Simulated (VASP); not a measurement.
# Ca (Cmce) in VASP: single point with r2SCAN

Aim: the single point of Ca with r2SCAN.

Program: VASP 6.6.1. These are calculated values, not measurements. Logs are shortened: lines on timing, memory, paths and dates and some standing lists are left out, and cuts for length are marked.

## 1. The cell of the first run

It takes space group Cmce (No. 64, orthorhombic). The conventional cell has a = 5.994 Å, b = 10.159 Å, c = 6.002 Å, α = 90.00°, β = 90.00°, γ = 90.00°. Within 4.3 Å of Ca (site symmetry m) lie 7 Ca at 3.24 to 3.71 Å.

## 2. Single point, r2SCAN

Input file POSCAR:

```
Ca
1.0
    2.9970133809     -5.0793818907      0.0000000000
    2.9970133809      5.0793818907      0.0000000000
    0.0000000000      0.0000000000      6.0019998392
Ca
4
Direct
    0.1525000000      0.8475000000      0.0785000000
    0.6525000000      0.3475000000      0.4215000000
    0.8475000000      0.1525000000      0.9215000000
    0.3475000000      0.6525000000      0.5785000000
```

Input file INCAR.step1:

```
SYSTEM = Ca
PREC = Accurate ; ENCUT = 520
ISMEAR = 0 ; SIGMA = 0.1
LREAL = .False. ; LASPH = .True.
NELM = 100 ; NBANDS = 28
GGA = PE ; ALGO = Normal
EDIFF = 1E-4 ; LWAVE = .True.
LCHARG = .False.
```

Input file INCAR.step2:

```
SYSTEM = Ca
PREC = Accurate ; ENCUT = 520
EDIFF = 1E-6 ; ISMEAR = 0
SIGMA = 0.1 ; LREAL = .False.
LASPH = .True. ; NELM = 100
ALGO = Normal ; ISIF = 2
LWAVE = .False. ; LCHARG = .False.
METAGGA = R2SCAN ; LMIXTAU = .True.
NBANDS = 28 ; ISTART = 1
```

Input file KPOINTS:

```
Automatic mesh
0
Gamma
  4 4 4
  0 0 0
```

Potentials or basis: VASP PAW PBE potentials, release 64 (Ca_sv).

Command:

```
> cat potpaw_PBE.64/Ca_sv/POTCAR > POTCAR
> cp INCAR.step1 INCAR
> mpirun -np 1 vasp_std > vasp.out
> cp INCAR.step2 INCAR
> mpirun -np 1 vasp_std > vasp.out
```

OUTCAR:

```text
SYSTEM = Ca
   PREC = Accurate
   ENCUT = 520
   EDIFF = 1E-6
   ISMEAR = 0
   LREAL = .False.
   LASPH = .True.
   NELM = 100
   ISIF = 2
   METAGGA = R2SCAN
   ISTART = 1

 ion  position               nearest neighbor table
   1  0.153  0.847  0.078-
   2  0.653  0.347  0.422-
   3  0.847  0.153  0.922-
   4  0.347  0.653  0.578-

  LATTYP: Found a base centered orthorhombic cell.
 ALAT       =     5.9940267618
 B/A-ratio  =     1.6948145521
 C/A-ratio  =     1.0013301705

  Lattice vectors:

 A1 = (   2.9970133809,  -5.0793818907,   0.0000000000)
 A2 = (   2.9970133809,   5.0793818907,   0.0000000000)
 A3 = (   0.0000000000,   0.0000000000,   6.0019998392)

Analysis of symmetry for initial positions (statically):
=====================================================================
 Subroutine PRICEL returns:
 Original cell was already a primitive cell.

 Routine SETGRP: Setting up the symmetry group for a
 base centered orthorhombic supercell.

 Subroutine GETGRP returns: Found  8 space group operations
 (whereof  4 operations were pure point group operations)
 out of a pool of  8 trial point group operations.

The static configuration has the point symmetry C_2h.
 The point group associated with its full space group is D_2h.

Analysis of symmetry for dynamics (positions and initial velocities):
=====================================================================
 Subroutine PRICEL returns:
 Original cell was already a primitive cell.

 Routine SETGRP: Setting up the symmetry group for a
 base centered orthorhombic supercell.

 Subroutine GETGRP returns: Found  8 space group operations
 (whereof  4 operations were pure point group operations)
 out of a pool of  8 trial point group operations.

The dynamic configuration has the point symmetry C_2h.
 The point group associated with its full space group is D_2h.

 Subroutine INISYM returns: Found  8 space group operations
 (whereof  4 operations are pure point group operations),
 and found     1 'primitive' translations

----------------------------------------------------------------------------------------

                                     Primitive cell

  volume of cell :     182.7366

  direct lattice vectors                    reciprocal lattice vectors
     2.997013381 -5.079381891  0.000000000     0.166832755 -0.098437174  0.000000000
     2.997013381  5.079381891  0.000000000     0.166832755  0.098437174  0.000000000
     0.000000000  0.000000000  6.001999839     0.000000000  0.000000000  0.166611134

  length of vectors
     5.897644411  5.897644411  6.001999839     0.193708661  0.193708661  0.166611134

  position of ions in fractional coordinates (direct lattice)
     0.152500000  0.847500000  0.078500000
     0.652500000  0.347500000  0.421500000
     0.847500000  0.152500000  0.921500000
     0.347500000  0.652500000  0.578500000

  ion indices of the primitive-cell ions
   primitive index   ion index
                 1           1
                 2           2
                 3           3
                 4           4

----------------------------------------------------------------------------------------

 KPOINTS: Automatic mesh

Automatic generation of k-mesh.
 Grid dimensions read from file:
 generate k-points for:    4    4    4

 Generating k-lattice:

  Cartesian coordinates                     Fractional coordinates (reciprocal lattice)
     0.041708189 -0.024609294  0.000000000     0.250000000  0.000000000  0.000000000
     0.041708189  0.024609294  0.000000000     0.000000000  0.250000000  0.000000000
     0.000000000  0.000000000  0.041652784     0.000000000  0.000000000  0.250000000

  Length of vectors
     0.048427165  0.048427165  0.041652784

  Shift w.r.t. Gamma in fractional coordinates (k-lattice)
     0.000000000  0.000000000  0.000000000

 Subroutine IBZKPT returns following result:
 ===========================================

 Found     21 irreducible k-points:

 Following reciprocal coordinates:
            Coordinates               Weight
  0.000000  0.000000  0.000000      1.000000
  0.250000  0.000000  0.000000      4.000000
  0.500000  0.000000  0.000000      2.000000
  0.250000  0.250000  0.000000      2.000000
  0.500000  0.250000  0.000000      4.000000
 -0.250000  0.250000  0.000000      2.000000
[... 13 lines left out ...]
 -0.250000  0.250000  0.500000      2.000000
  0.500000  0.500000  0.500000      1.000000
   k-points           NKPTS =     21   k-points in BZ     NKDIM =     21   number of bands    NBANDS=     28
   number of dos      NEDOS =    301   number of ions     NIONS =      4
   total plane-waves  NPLWV = 110592
   dimension x,y,z NGX =    48 NGY =   48 NGZ =   48
   dimension x,y,z NGXF=    96 NGYF=   96 NGZF=   96
   ions per type =               4
   NGX,Y,Z   is equivalent  to a cutoff of  13.53, 13.53, 13.30 a.u.
   NGXF,Y,Z  is equivalent  to a cutoff of  27.06, 27.06, 26.59 a.u.
 SYSTEM =  Ca
   PREC   = accura    normal or accurate (medium, high low for compatibility)
   ISTART =      1    job   : 0-new  1-cont  2-samecut
   ICHARG =      0    charge: 1-file 2-atom 10-const
   ISPIN  =      1    spin polarized calculation?
   LNONCOLLINEAR =      F non collinear calculations
   LSORBIT =      F    spin-orbit coupling
   LASPH  =      T    aspherical Exc in radial PAW
   ENCUT  =  520.0 eV  38.22 Ry    6.18 a.u.  10.97 10.97 11.16*2*pi/ulx,y,z
   NELM   =    100;   NELMIN=  2; NELMDL=  0     # of ELM steps
   EDIFF  = 0.1E-05   stopping-criterion for ELM
   LREAL  =      F    real-space projection
   EDIFFG = 0.1E-04   stopping-criterion for IOM
   NSW    =      0    number of steps for IOM
   IBRION =     -1    ionic relax: 0-MD 1-quasi-New 2-CG
   NFREE  =      0    steps in history (QN), initial steepest desc. (CG)
   ISIF   =      2    stress and relaxation
   ISYM   =      2    0-nonsym 1-usesym 2-fastsym
   POTIM  = 0.5000    time-step for ionic-motion
   TEBEG  =    0.0;   TEEND  =   0.0 temperature during run
   PSTRESS=    0.0 pullay stress
   NELECT =      40.0000    total number of electrons
   NUPDOWN=      -1.0000    fix difference up-down
   EMIN   =  10.00;   EMAX   =-10.00  energy-range for DOS
   EFERMI =   0.00;   METHOD = LEGACY
   ISMEAR =     0;   SIGMA  =   0.10  broadening in eV -4-tet -1-fermi 0-gaus
   EFERMI_NEDOS =   21; number of points for ismear=-14 and -15
   IALGO  =     38    algorithm
   IMIX   =      4    mixing-type and parameters
     AMIX     =   0.40;   BMIX     =  1.00
     AMIX_MAG =   1.60;   BMIX_MAG =  1.00
  volume/ion in A,a.u.               =      45.68       308.29
  Fermi-wavevector in a.u.,A,eV,Ry     =   0.986627  1.864455 13.244357  0.973433
  Thomas-Fermi vector in A             =   2.118022
   LORBIT       =      0    0 simple, 1 ext, 2 COOP (PROOUT), +10 PAW based schemes
   METAGGA = R2SCAN    functional components
   LHFCALC =     F    Hartree Fock is set to
   AEXX    =    0.0000 exact exchange contribution
   IVDW    =     0    specifies the selected vdW correction
   LEPSILON=     F    determine dielectric tensor
   LRPA    =     F    only Hartree local field effects (RPA)
 non-spin polarized calculation
 Gauss-broadening in eV      SIGMA  =   0.10
  energy-cutoff  :      520.00
  volume of cell :      182.74
 maximum number of plane-waves:      4944
 NGX is ok and might be reduce to    48
   NGX = 21   NGY = 21   NGZ = 23

 number of electron      40.0000008 magnetization

 Free energy of the ion-electron system (eV)
  ---------------------------------------------------
  ext. energy  EPLUGINS =         0.00000000
  ---------------------------------------------------
  free energy    TOTEN  =       -25.57860416 eV

  energy without entropy =      -25.54005740  energy(sigma->0) =      -25.55933078

 E-fermi :   1.7017     XC(G=0):  -7.9202

 val. band max:        1.6872841197   @ k =   0.2500   0.0000   0.2500
 cond. band min:       1.7326778519   @ k =   0.5000   0.2500   0.2500
 fundamental gap:      0.0453937322
 Fermi energy:         1.7017158259

 k-point     1 :       0.0000    0.0000    0.0000
  band No.  band energies     occupation
      1     -42.4571      2.00000
      2     -42.4309      2.00000
      3     -42.4118      2.00000
      4     -42.4103      2.00000
      5     -22.7432      2.00000
      6     -22.6925      2.00000
[... 20 lines left out ...]
     27       3.2142      0.00000
     28       3.7077      0.00000

 k-point     2 :       0.2500    0.0000    0.0000
  band No.  band energies     occupation
      1     -42.4523      2.00000
      2     -42.4328      2.00000
      3     -42.4136      2.00000
      4     -42.4115      2.00000
      5     -22.7356      2.00000
      6     -22.6977      2.00000
[... 20 lines left out ...]
     27       3.1829      0.00000
     28       3.5855      0.00000

 k-point     3 :       0.5000    0.0000    0.0000
  band No.  band energies     occupation
      1     -42.4412      2.00000
      2     -42.4412      2.00000
      3     -42.4138      2.00000
      4     -42.4138      2.00000
      5     -22.7160      2.00000
      6     -22.7160      2.00000
[... 20 lines left out ...]
     27       3.2617      0.00000
     28       3.2617      0.00000

 k-point     4 :       0.2500    0.2500    0.0000
  band No.  band energies     occupation
      1     -42.4463      2.00000
      2     -42.4325      2.00000
      3     -42.4226      2.00000
      4     -42.4088      2.00000
      5     -22.7303      2.00000
      6     -22.6987      2.00000
[... 485 lines left out ...]
     27       3.4225      0.00000
     28       3.4225      0.00000

 k-point    20 :      -0.2500    0.2500    0.5000
  band No.  band energies     occupation
      1     -42.4416      2.00000
      2     -42.4416      2.00000
      3     -42.4135      2.00000
      4     -42.4135      2.00000
      5     -22.7197      2.00000
      6     -22.7197      2.00000
[... 20 lines left out ...]
     27       3.0858      0.00000
     28       3.0858      0.00000

 k-point    21 :       0.5000    0.5000    0.5000
  band No.  band energies     occupation
      1     -42.4369      2.00000
      2     -42.4369      2.00000
      3     -42.4182      2.00000
      4     -42.4182      2.00000
      5     -22.7135      2.00000
      6     -22.7135      2.00000
[... 20 lines left out ...]
     27       3.2410      0.00000
     28       3.2410      0.00000

------------------------ aborting loop because EDIFF is reached ----------------------------------------

  FORCE on cell =-STRESS in cart. coord.  units (eV):
  Direction    XX          YY          ZZ          XY          YZ          ZX
  --------------------------------------------------------------------------------------
  -------------------------------------------------------------------------------------
  Total        0.9653978      4.4419981      0.4023014      0.0000000     -0.0000000      0.0000000
  in kB        8.4643061     38.9460509      3.5272526      0.0000000     -0.0000000      0.0000000
  external PRESSURE =      16.9792032 kB  Pullay stress =       0.0000000 kB

 VOLUME and BASIS-vectors are now :
 -----------------------------------------------------------------------------
  energy-cutoff  :      520.00
  volume of cell :      182.74
      direct lattice vectors                 reciprocal lattice vectors
     2.997013381 -5.079381891  0.000000000     0.166832755 -0.098437174  0.000000000
     2.997013381  5.079381891  0.000000000     0.166832755  0.098437174  0.000000000
     0.000000000  0.000000000  6.001999839     0.000000000  0.000000000  0.166611134

 POSITION                                       TOTAL-FORCE (eV/Angst)
 -----------------------------------------------------------------------------------
      2.99701      3.53017      0.47116         0.000000     -0.173981     -0.047666
      2.99701     -1.54921      2.52984         0.000000     -0.173981      0.047666
      2.99701     -3.53017      5.53084         0.000000      0.173981      0.047666
      2.99701      1.54921      3.47216         0.000000      0.173981     -0.047666
 -----------------------------------------------------------------------------------
    total drift:                                0.000000      0.000000     -0.000000

  FREE ENERGIE OF THE ION-ELECTRON SYSTEM (eV)
  ---------------------------------------------------
  free  energy   TOTEN  =       -25.5786041621 eV

  energy  without entropy=      -25.5400573951  energy(sigma->0) =      -25.55933078
```

It took 4.4 min on 1 thread of Intel Xeon Platinum 8488C (Sapphire Rapids), shared host; peak memory 0.39 GiB.

Results:

```yaml
Free_energy: -25.5786 eV
Pressure: 1.7 GPa
Largest_force: 0.180 eV/Å
Band_gap_on_the_k_mesh: zero (bands 20 and 21 overlap by 0.86 eV)
```

Forces in eV/Å, atoms in the order of the input:
```
Ca   0.000 -0.174 -0.048
Ca   0.000 -0.174  0.048
Ca   0.000  0.174  0.048
Ca   0.000  0.174 -0.048
```

Stress tensor (GPa, compression positive):
```
0.85 0.00 0.00
0.00 3.89 0.00
0.00 0.00 0.35
```

Levels at points of the mesh, in eV from the Fermi level:
| k point | band 17 | band 18 | band 19 | band 20 | band 21 | band 22 | band 23 | band 24 |
| --- | --- | --- | --- | --- | --- | --- | --- | --- |
| (0.00, 0.00, 0.00) | -4.15 | -0.39 | 0.05 | 0.29 | 0.33 | 0.35 | 0.54 | 1.00 |
| (0.50, 0.00, 0.00) | -2.53 | -2.53 | -0.14 | -0.14 | 0.28 | 0.28 | 0.91 | 0.91 |
| (0.50, 0.50, 0.00) | -2.78 | -2.13 | -0.52 | 0.21 | 0.33 | 0.34 | 0.49 | 0.69 |
| (0.00, 0.00, 0.50) | -2.92 | -2.92 | 0.27 | 0.27 | 0.66 | 0.66 | 1.01 | 1.01 |
| (0.50, 0.00, 0.50) | -1.69 | -1.69 | -1.33 | -1.33 | -0.04 | -0.04 | 1.21 | 1.21 |
| (0.50, 0.50, 0.50) | -1.72 | -1.72 | -1.14 | -1.14 | 0.24 | 0.24 | 0.49 | 0.49 |

Caveat: the PAW data sets were made with another functional, which shifts forces and pressure a little.
